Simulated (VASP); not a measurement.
Pd: single point with PBE+D3(BJ)

The system is Pd.

```
Pd
1.0
     2.73622    0.00000    0.00000
    -1.36811    2.36964    0.00000
     0.00000    0.00000    4.56109
Pd
2
Direct
  0.33333 0.66667 0.25000
  0.66667 0.33333 0.75000
```

```yaml
Program: VASP 6.6.1
Task: single point
Functional: PBE
Dispersion: D3(BJ)
Potentials_or_basis: VASP PAW PBE potentials, release 64 (Pd)
Cutoff: 520 eV
k_mesh: 11 × 11 × 6
Occupations: fermi-dirac, width 0.05 eV
Spin: no spin polarisation
```

```json
{
 "Pressure": "-0.3 GPa",
 "Band gap on the k mesh": "zero (band 10 reaches 9.90 eV, above the bottom of band 11 at 9.04 eV)",
 "Dispersion energy per atom": "-0.666 eV"
}
```

Stress tensor (GPa, compression positive):
```
-0.31  0.00  0.00
 0.00 -0.31  0.00
 0.00  0.00 -0.39
```

Levels at points of the mesh, in eV from the Fermi level:
| k point | band 6 | band 7 | band 8 | band 9 | band 10 | band 11 | band 12 | band 13 | band 14 | band 15 |
| --- | --- | --- | --- | --- | --- | --- | --- | --- | --- | --- |
| (0.00, 0.00, 0.00) | -2.40 | -2.40 | -1.68 | -1.68 | -0.25 | -0.25 | 0.84 | 6.98 | 17.15 | 18.74 |
| (0.00, 0.00, 0.50) | -2.79 | -2.79 | -2.79 | -0.71 | -0.71 | -0.71 | -0.71 | 14.06 | 14.06 | 17.69 |

It took 15 s on 1 thread of AMD EPYC 9R45 (Zen 5) (shared host), peak memory 0.13 GiB.

Caveat: pairwise dispersion overbinds metals, which lowers pressure and volume.
